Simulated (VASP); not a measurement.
# RbLuS3 in VASP: single point with PBE

Aim: the single point of RbLuS3 with PBE.

All numbers are computed with VASP 6.6.1; they aren't measurements. Logs are shortened: lines on timing, memory, paths and dates and some standing lists are left out, and cuts for length are marked.

### Step 1. The cell of the first run

The typed cell holds 10 atoms: a = 7.189 Å, b = 7.189 Å, c = 6.095 Å, α = 90.00°, β = 90.00°, γ = 120.00°.

### Step 2. Single point, PBE

Contents of INCAR:

```
PREC = Accurate
ENCUT = 520
EDIFF = 1E-6
ISMEAR = -1
SIGMA = 0.1
LREAL = F
LASPH = T
NELM = 60
ALGO = Normal
ISIF = 2
LWAVE = F
LCHARG = F
GGA = PE
NBANDS = 63
```

Contents of KPOINTS:

```
Automatic mesh
0
Gamma
  3 3 3
```

Contents of POSCAR:

```
RbLuS3
1.0
    7.1894260000      0.0000000000      0.0000000000
   -3.5947130000      6.2262290000      0.0000000000
    0.0000000000      0.0000000000      6.0947070000
Lu Rb S
2 2 6
Direct
    0.0000000000      0.0000000000      0.0000000000
    0.0000000000      0.0000000000      0.5000000000
    0.3333000000      0.6667000000      0.7500000000
    0.6666000000      0.3333000000      0.2500000000
    0.1666000000      0.3332000000      0.2500000000
    0.8334000000      0.1666000000      0.7500000000
    0.6668000000      0.8334000000      0.2500000000
    0.8334000000      0.6668000000      0.7500000000
    0.1666000000      0.8334000000      0.2500000000
    0.3332000000      0.1666000000      0.7500000000
```

Potentials or basis: VASP PAW PBE potentials, release 64 (Lu, Rb_sv, S).

On the command line:

```sh
> cat potpaw_PBE.64/Lu/POTCAR potpaw_PBE.64/Rb_sv/POTCAR potpaw_PBE.64/S/POTCAR > POTCAR
> mpirun -np 1 vasp_std > vasp.out
```

OUTCAR:

```text
PREC = Accurate
   ENCUT = 520
   EDIFF = 1E-6
   ISMEAR = -1
   LREAL = F
   LASPH = T
   NELM = 60
   ISIF = 2
   GGA = PE

 ion  position               nearest neighbor table
   1  0.000  0.000  0.000-   7 2.57  10 2.57   9 2.57   6 2.57   5 2.57   8 2.57   2 3.05   2 3.05
                             3 4.42   4 4.42   4 4.42   3 4.42   4 4.42   3 4.42
   2  0.000  0.000  0.500-   7 2.57  10 2.57   9 2.57   6 2.57   5 2.57   8 2.57   1 3.05   1 3.05
                             3 4.42   4 4.42   4 4.42   3 4.42   4 4.42   3 4.42
   3  0.333  0.667  0.750-   8 3.59  10 3.59   6 3.59   6 3.59   8 3.60  10 3.60   9 3.69   9 3.69
                             7 3.69   7 3.69   5 3.69   5 3.69   1 4.42   2 4.42   1 4.42   2 4.42
   4  0.667  0.333  0.250-   5 3.59   9 3.59   7 3.59   7 3.59   5 3.60   9 3.60  10 3.69  10 3.69
                             6 3.69   6 3.69   8 3.69   8 3.69   1 4.42   2 4.42   1 4.42   2 4.42
   5  0.167  0.333  0.250-   1 2.57   2 2.57   4 3.59   4 3.60   3 3.69   3 3.69
   6  0.833  0.167  0.750-   1 2.57   2 2.57   3 3.59   3 3.59   4 3.69   4 3.69
   7  0.667  0.833  0.250-   1 2.57   2 2.57   4 3.59   4 3.59   3 3.69   3 3.69
   8  0.833  0.667  0.750-   1 2.57   2 2.57   3 3.59   3 3.60   4 3.69   4 3.69
   9  0.167  0.833  0.250-   1 2.57   2 2.57   4 3.59   4 3.60   3 3.69   3 3.69
  10  0.333  0.167  0.750-   1 2.57   2 2.57   3 3.59   3 3.60   4 3.69   4 3.69

  LATTYP: Found a hexagonal cell.
 ALAT       =     7.1894260000
 C/A-ratio  =     0.8477320721

  Lattice vectors:

 A1 = (   7.1894260000,   0.0000000000,   0.0000000000)
 A2 = (  -3.5947130000,   6.2262290000,   0.0000000000)
 A3 = (   0.0000000000,   0.0000000000,   6.0947070000)

Analysis of symmetry for initial positions (statically):
=====================================================================
 Subroutine PRICEL returns:
 Original cell was already a primitive cell.

 Routine SETGRP: Setting up the symmetry group for a
 hexagonal supercell.

 Subroutine GETGRP returns: Found  4 space group operations
 (whereof  2 operations were pure point group operations)
 out of a pool of 24 trial point group operations.

The static configuration has the point symmetry C_2 .
 The point group associated with its full space group is C_2v.

Analysis of symmetry for dynamics (positions and initial velocities):
=====================================================================
 Subroutine PRICEL returns:
 Original cell was already a primitive cell.

 Routine SETGRP: Setting up the symmetry group for a
 hexagonal supercell.

 Subroutine GETGRP returns: Found  4 space group operations
[... 114 lines left out ...]
   NELECT =     104.0000    total number of electrons
   NUPDOWN=      -1.0000    fix difference up-down
   EMIN   =  10.00;   EMAX   =-10.00  energy-range for DOS
   EFERMI =   0.00;   METHOD = LEGACY
   ISMEAR =    -1;   SIGMA  =   0.10  broadening in eV -4-tet -1-fermi 0-gaus
   EFERMI_NEDOS =   21; number of points for ismear=-14 and -15
   IALGO  =     38    algorithm
   IMIX   =      4    mixing-type and parameters
     AMIX     =   0.40;   BMIX     =  1.00
     AMIX_MAG =   1.60;   BMIX_MAG =  1.00
  volume/ion in A,a.u.               =      27.28       184.11
  Fermi-wavevector in a.u.,A,eV,Ry     =   1.187031  2.243162 19.171174  1.409042
  Thomas-Fermi vector in A             =   2.323191
   LORBIT       =      0    0 simple, 1 ext, 2 COOP (PROOUT), +10 PAW based schemes
   GGA     = PE    functional components
   LHFCALC =     F    Hartree Fock is set to
   AEXX    =    0.0000 exact exchange contribution
   IVDW    =     0    specifies the selected vdW correction
   LEPSILON=     F    determine dielectric tensor
   LRPA    =     F    only Hartree local field effects (RPA)
 non-spin polarized calculation
  energy-cutoff  :      520.00
  volume of cell :      272.82
 maximum number of plane-waves:      7385
 NGX is ok and might be reduce to    54
   NGX = 27   NGY = 27   NGZ = 23

 number of electron     104.0000048 magnetization

 Free energy of the ion-electron system (eV)
  ---------------------------------------------------
  ext. energy  EPLUGINS =         0.00000000
  ---------------------------------------------------
  free energy    TOTEN  =       -45.53213917 eV

  energy without entropy =      -45.25920183  energy(sigma->0) =      -45.39567050

 E-fermi :   0.9234     XC(G=0):  -8.8465

 val. band max:        0.8509311308   @ k =   0.0000   0.0000   0.3333
 cond. band min:       0.9434789823   @ k =   0.0000   0.3333   0.3333
 fundamental gap:      0.0925478514
 Fermi energy:         0.9234363225

 k-point     1 :       0.0000    0.0000    0.0000
  band No.  band energies     occupation
      1     -53.4404      2.00000
      2     -53.3870      2.00000
      3     -24.7658      2.00000
      4     -24.3191      2.00000
      5     -24.3151      2.00000
      6     -24.2291      2.00000
[... 517 lines left out ...]
     62       7.2385      0.00000
     63       7.9350      0.00000

------------------------ aborting loop because EDIFF is reached ----------------------------------------

  FORCE on cell =-STRESS in cart. coord.  units (eV):
  Direction    XX          YY          ZZ          XY          YZ          ZX
  --------------------------------------------------------------------------------------
  -------------------------------------------------------------------------------------
  Total        2.3495240      2.3495605     13.0078531      0.0000000      0.0000000      0.0000000
  in kB       13.7980693     13.7982837     76.3913293      0.0000000      0.0000000      0.0000000
  external PRESSURE =      34.6625608 kB  Pullay stress =       0.0000000 kB

 VOLUME and BASIS-vectors are now :
 -----------------------------------------------------------------------------
  energy-cutoff  :      520.00
  volume of cell :      272.82
      direct lattice vectors                 reciprocal lattice vectors
     7.189426000  0.000000000  0.000000000     0.139093163  0.080305430  0.000000000
    -3.594713000  6.226229000  0.000000000     0.000000000  0.160610861  0.000000000
     0.000000000  0.000000000  6.094707000     0.000000000  0.000000000  0.164076796

 POSITION                                       TOTAL-FORCE (eV/Angst)
 -----------------------------------------------------------------------------------
      0.00000      0.00000      0.00000        -0.000024      0.000000     -0.000000
      0.00000      0.00000      3.04735        -0.000024      0.000000     -0.000000
     -0.00036      4.15103      4.57103         0.000405     -0.000232     -0.000000
      3.59435      2.07520      1.52368         0.000405      0.000232     -0.000000
      0.00000      2.07458      1.52368        -0.000228      0.556727     -0.000000
      5.39279      1.03729      4.57103        -0.482170      0.278310     -0.000000
      1.79808      5.18894      1.52368        -0.482170     -0.278310      0.000000
      3.59471      4.15165      4.57103        -0.000228     -0.556727     -0.000000
     -1.79808      5.18894      1.52368         0.482016     -0.278485     -0.000000
      1.79664      1.03729      4.57103         0.482016      0.278485      0.000000
 -----------------------------------------------------------------------------------
    total drift:                                0.000206     -0.000000      0.000000

  FREE ENERGIE OF THE ION-ELECTRON SYSTEM (eV)
  ---------------------------------------------------
  free  energy   TOTEN  =       -45.5321391687 eV

  energy  without entropy=      -45.2592018345  energy(sigma->0) =      -45.39567050
```

OSZICAR:

```text
N       E                     dE             d eps       ncg     rms          rms(c)
DAV:   1     0.114800030582E+04    0.11480E+04   -0.40125E+04  1552   0.409E+03
DAV:   2     0.194967628554E+03   -0.95303E+03   -0.90300E+03  1335   0.948E+02
DAV:   3    -0.201881605771E+02   -0.21516E+03   -0.20915E+03  1187   0.220E+02
DAV:   4    -0.452794781400E+02   -0.25091E+02   -0.24734E+02  1456   0.676E+01
DAV:   5    -0.470010050312E+02   -0.17215E+01   -0.17171E+01  1600   0.160E+01    0.132E+01
DAV:   6    -0.456013341714E+02    0.13997E+01   -0.28368E+00  1672   0.511E+01    0.799E+00
DAV:   7    -0.455597692537E+02    0.41565E-01   -0.55476E+00  1400   0.126E+01    0.321E+00
DAV:   8    -0.455439836023E+02    0.15786E-01   -0.48638E-01  1520   0.615E+00    0.251E+00
DAV:   9    -0.455318600670E+02    0.12124E-01   -0.82977E-02  1448   0.114E+00    0.121E+00
DAV:  10    -0.455314322161E+02    0.42785E-03   -0.24282E-02  1480   0.512E-01    0.272E-01
DAV:  11    -0.455318190811E+02   -0.38687E-03   -0.11361E-03  1528   0.129E-01    0.166E-01
DAV:  12    -0.455322133334E+02   -0.39425E-03   -0.96066E-04  1400   0.168E-01    0.596E-02
DAV:  13    -0.455321398336E+02    0.73500E-04   -0.21873E-04  1280   0.540E-02    0.403E-02
DAV:  14    -0.455321381940E+02    0.16396E-05   -0.11034E-04  1400   0.333E-02    0.120E-02
DAV:  15    -0.455321392285E+02   -0.10345E-05   -0.12598E-05  1240   0.160E-02    0.146E-02
DAV:  16    -0.455321391687E+02    0.59874E-07   -0.13690E-06   768   0.570E-03
   1 F= -.45532139E+02 E0= -.45395671E+02  d E =-.272937E+00
```

stdout:

```text
POSCAR found type information on POSCAR LuRbS
 POSCAR found :  3 types and      10 ions
 scaLAPACK will be used
 LDA part: xc-table for (Slater+PW92), standard interpolation
 POSCAR, INCAR and KPOINTS ok, starting setup
 FFT: planning ... GRIDC
 FFT: planning ... GRID_SOFT
 FFT: planning ... GRID
 WAVECAR not read
 entering main loop
```

Run time: 6 min. Hardware: 1 thread of AMD EPYC 7R43 (Zen 3), shared host; peak memory 0.39 GiB.

Results:

* Free energy: -45.5321 eV
* Pressure: 3.5 GPa
* Largest force: 0.557 eV/Å
* Band gap on the k mesh: zero (bands 52 and 53 overlap by 0.48 eV)

Forces in eV/Å, atoms in the order of the input:
```
Lu   0.000  0.000  0.000
Lu   0.000  0.000  0.000
Rb   0.000  0.000  0.000
Rb   0.000  0.000  0.000
S    0.000  0.557  0.000
S   -0.482  0.278  0.000
S   -0.482 -0.278  0.000
S    0.000 -0.557  0.000
S    0.482 -0.278  0.000
S    0.482  0.278  0.000
```

Stress tensor (GPa, compression positive):
```
1.38 0.00 0.00
0.00 1.38 0.00
0.00 0.00 7.64
```

Levels at points of the mesh, in eV from the Fermi level:
```
           k point  band 49  band 50  band 51  band 52  band 53  band 54
(0.00, 0.00, 0.00)    -0.84    -0.30     0.19     0.38     0.38     0.51
```

Caveat: the stress differs along the axes, from 1 to 8 GPa; spin-orbit coupling is left out, which moves the levels of the heavy elements.

The gap in the log of VASP goes by the Fermi energy; the results here count the filled bands.